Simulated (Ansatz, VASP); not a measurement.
## One calculation of SnO, two programs

File INCAR:

```
SYSTEM = SnO
PREC = Accurate ; ENCUT = 520
EDIFF = 1E-7 ; ISMEAR = 0
SIGMA = 0.1 ; LREAL = Auto
LASPH = .TRUE. ; NELM = 60
ALGO = Normal ; ISIF = 2
LWAVE = .FALSE. ; LCHARG = .TRUE.
LDIPOL = .TRUE. ; IDIPOL = 3
DIPOL = 0.5 0.5 0.500 ; GGA = PE
IVDW = 12 ; LELF = .TRUE.
LVHAR = .TRUE. ; LVACPOTAV = .TRUE.
NBANDS = 94
```

The input KPOINTS:

```
regular mesh
0
G
  9 9 1
  0 0 0
```

POSCAR

```
SnO
1.0
    3.8360583299      0.0000000000      0.0000000000
   -0.0000106623      3.8360583299      0.0000000000
    0.0000000000      0.0000000000     31.5939937619
Sn O
8 8
Direct
    0.9998905101      0.9998905101      0.2373868925
    0.4998732149      0.4998732149      0.3107304199
    0.0001094899      0.0001094899      0.3880144550
    0.5001267851      0.5001267851      0.4613579825
    0.9998905101      0.9998905101      0.5386420175
    0.4998732149      0.4998732149      0.6119855450
    0.0001094899      0.0001094899      0.6892695801
    0.5001267851      0.5001267851      0.7626131075
    0.9998239352      0.4998148992      0.2740599448
    0.4998148992      0.9998239352      0.2740599448
    0.0001760648      0.5001851008      0.4246875074
    0.5001851008      0.0001760648      0.4246875074
    0.9998239352      0.4998148992      0.5753150699
    0.4998148992      0.9998239352      0.5753150699
    0.0001760648      0.5001851008      0.7259426324
    0.5001851008      0.0001760648      0.7259426324
```

Input for Ansatz:

```yaml
crystal:
  lattice:
    - [3.8360583299, 0.0, 0.0]
    - [-1.06623e-05, 3.8360583299, 0.0]
    - [0.0, 0.0, 31.5939937619]
  atoms:
    - { symbol: Sn, position: [0.9998905101, 0.9998905101, 0.2373868925] }
    - { symbol: O, position: [0.9998239352, 0.4998148992, 0.2740599448] }
    - { symbol: O, position: [0.4998148992, 0.9998239352, 0.2740599448] }
    - { symbol: Sn, position: [0.4998732149, 0.4998732149, 0.3107304199] }
    - { symbol: Sn, position: [0.0001094899, 0.0001094899, 0.388014455] }
    - { symbol: O, position: [0.0001760648, 0.5001851008, 0.4246875074] }
    - { symbol: O, position: [0.5001851008, 0.0001760648, 0.4246875074] }
    - { symbol: Sn, position: [0.5001267851, 0.5001267851, 0.4613579825] }
    - { symbol: Sn, position: [0.9998905101, 0.9998905101, 0.5386420175] }
    - { symbol: O, position: [0.9998239352, 0.4998148992, 0.5753150699] }
    - { symbol: O, position: [0.4998148992, 0.9998239352, 0.5753150699] }
    - { symbol: Sn, position: [0.4998732149, 0.4998732149, 0.611985545] }
    - { symbol: Sn, position: [0.0001094899, 0.0001094899, 0.6892695801] }
    - { symbol: O, position: [0.0001760648, 0.5001851008, 0.7259426324] }
    - { symbol: O, position: [0.5001851008, 0.0001760648, 0.7259426324] }
    - { symbol: Sn, position: [0.5001267851, 0.5001267851, 0.7626131075] }
basis:
  ecutwfc: 420
kpoints:
  mp_grid: { grid: [9, 9, 1] }
hamiltonian:
  xc: pbe
  dispersion: d3bj
scf:
  occupations: { method: gaussian, width: 0.1 }
output:
  forces: true
  stress: true
  eigenvalues: true
  write_density: true
  write_potential: true
  elf: true
  volumetric_format: npy
efield:
  axis: 3
  dipole_correction: true
  ramp_width: 0.04
```

Alike in both runs: task single point; functional PBE; dispersion D3(BJ); k mesh 9 × 9 × 1; occupations gaussian, width 0.1 eV; no spin polarisation.

|  | VASP | Ansatz |
| --- | --- | --- |
| version | VASP 6.6.1 | Ansatz 0.2.0 |
| potentials or method | VASP PAW PBE potentials, release 64 (Sn_d, O), cutoff 520 eV | scalar-relativistic, plane waves, PAW |
| valence electrons in the cell | 160 | 160 |

Ansatz gave:

| Item | Value |
| --- | --- |
| gap on the k mesh at the Fermi level (eV) | 0.44 |
| least direct gap on the mesh (eV) | 1.81 |
| rms of the force components (eV/Å) | 0.048 |

Question: Estimate VASP's values.

Answer: gap on the k mesh at the Fermi level (eV): 0.44; least direct gap on the mesh (eV): 1.78; rms of the force components (eV/Å): 0.079.

Ansatz's warnings: xc potential rough in thin density.
